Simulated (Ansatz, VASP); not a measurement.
# PbS in VASP and in Ansatz

Contents of INCAR:

```
SYSTEM = PbS
  PREC = Accurate
  ENCUT = 520
  EDIFF = 1E-7
  ISMEAR = -1
  SIGMA = 0.01
  LREAL = .FALSE.
  LASPH = .TRUE.
  NELM = 60
  ALGO = Normal
  ISIF = 2
  LWAVE = .FALSE.
  LCHARG = .FALSE.
  NBANDS = 17
```

File KPOINTS:

```
Automatic mesh
0
G
  8 8 8
  0 0 0
```

POSCAR

```
PbS
1.0
    0.0000000000      2.9946500000      2.9650000000
    2.9946500000      0.0000000000      2.9650000000
    2.9946500000      2.9946500000      0.0000000000
Pb S
1 1
Direct
    0.0000000000      0.0000000000      0.0000000000
    0.5000000000      0.5000000000      0.5000000000
```

Input for Ansatz:

```yaml
crystal:
  lattice:
    - [0.0, 2.99465, 2.965]
    - [2.99465, 0.0, 2.965]
    - [2.99465, 2.99465, 0.0]
  atoms:
    - { symbol: Pb, position: [0.0, 0.0, 0.0] }
    - { symbol: S, position: [0.5, 0.5, 0.5] }
kpoints:
  mp_grid: { grid: [8, 8, 8] }
  band_path:
    path:
      - [0.0, 0.0, 0.0]
      - [0.0, 0.5, 0.5]
      - [0.25, 0.75, 0.5]
      - [0.0, 0.5, 0.0]
      - [0.0, 0.0, 0.0]
      - [0.5, 0.5, 0.0]
      - [0.3775125, 0.6224875, 0.0]
      - [-0.3775125, 0.3775125, 0.0]
      - [0.0, 0.0, 0.0]
    npoints: 5
scf:
  occupations: { method: fermi_dirac, width: 0.01 }
hamiltonian:
  xc: lda
  pseudopotentials: { kind: all_electron, lapw: { basis_error: 0.0005 } }
output:
  forces: true
  stress: true
  eigenvalues: true
```

Change from the starting cell: equal xx and yy strain of +1 %.

Alike in both runs: task single point; functional LDA; k mesh 8 × 8 × 8; occupations fermi-dirac, width 0.01 eV; no spin polarisation.

```csv
,VASP,Ansatz
version,VASP 6.6.1,Ansatz 0.2.0
potentials or method,"VASP PAW LDA potentials, release 64 (Pb_d, S), cutoff 520 eV","all-electron LAPW, scalar-relativistic"
```

```tsv
	VASP	Ansatz	Ansatz less VASP
pressure (GPa)	-3.5	-3.5	-0.02
traceless stress, the component that is largest in VASP (GPa)	0.74	0.73	-0.007
```

LDA's correlation is that of Perdew and Zunger in VASP and of Perdew and Wang (1992) in Ansatz. Ansatz ran all-electron here, and VASP with PAW potentials.

Spin-orbit coupling is off throughout.
